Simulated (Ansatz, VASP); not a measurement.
One calculation of As, two programs

File POSCAR:

```
As
1.0
    0.0000000000      2.1769831078      2.1769831078
    2.1769831078      0.0000000000      2.1769831078
    2.1769831078      2.1769831078      0.0000000000
As
1
Direct
    0.0000000000      0.0000000000      0.0000000000
```

File INCAR.step1:

```
ALGO = Normal
EDIFF = 1E-4
ENCUT = 520
GGA = PE
ISMEAR = -1
LASPH = T
LCHARG = F
LREAL = F
LWAVE = T
NBANDS = 8
NELM = 100
PREC = Accurate
SIGMA = 0.1
```

File INCAR.step2:

```
ALGO = Normal
EDIFF = 1E-6
ENCUT = 520
ISIF = 2
ISMEAR = -1
ISTART = 1
LASPH = T
LCHARG = F
LMIXTAU = T
LREAL = F
LWAVE = F
METAGGA = R2SCAN
NBANDS = 8
NELM = 100
PREC = Accurate
SIGMA = 0.1
```

File KPOINTS:

```
k-points
0
Gamma
  14 14 14
```

Input for Ansatz:

```yaml
crystal:
  lattice:
    - [0.0, 2.1769831078, 2.1769831078]
    - [2.1769831078, 0.0, 2.1769831078]
    - [2.1769831078, 2.1769831078, 0.0]
  atoms:
    - { symbol: As, position: [0.0, 0.0, 0.0] }
hamiltonian:
  xc: r2scan
  pseudopotentials:
    kind: paw
    azcp:
      As: "pseudopotentials/As.paw.azcp"
basis:
  ecutwfc: 500
  fft_grid_basis: typed
kpoints:
  mp_grid: { grid: [14, 14, 14], shift: [0, 0, 0] }
magnetization:
  spin_polarized: false
scf:
  occupations: { method: fermi_dirac, width: 0.1 }
  lower_state_search: "off"
output:
  stress: true
  write_density: true
  write_potential: true
  elf: true
  volumetric_format: npy
```

Alike in both runs: task single point; functional r2SCAN; k mesh 14 × 14 × 14; occupations fermi-dirac, width 0.1 eV; no spin polarisation.

|  | VASP | Ansatz |
| --- | --- | --- |
| version | VASP 6.6.1 | Ansatz 0.2.0 |
| potentials or method | VASP PAW PBE potentials, release 64 (As), cutoff 520 eV | plane waves (500 eV) with PAW, scalar-relativistic |
| valence electrons in the cell | 5 | 15 |

|  | VASP | Ansatz | Ansatz less VASP |
| --- | --- | --- | --- |
| pressure (GPa) | -5.5 | -5.4 | +0.12 |

VASP's potentials were made for PBE, not for r2SCAN. VASP's potentials hold 5 valence electrons a cell and Ansatz's 15, so a difference there can come from the potentials and not from the codes.
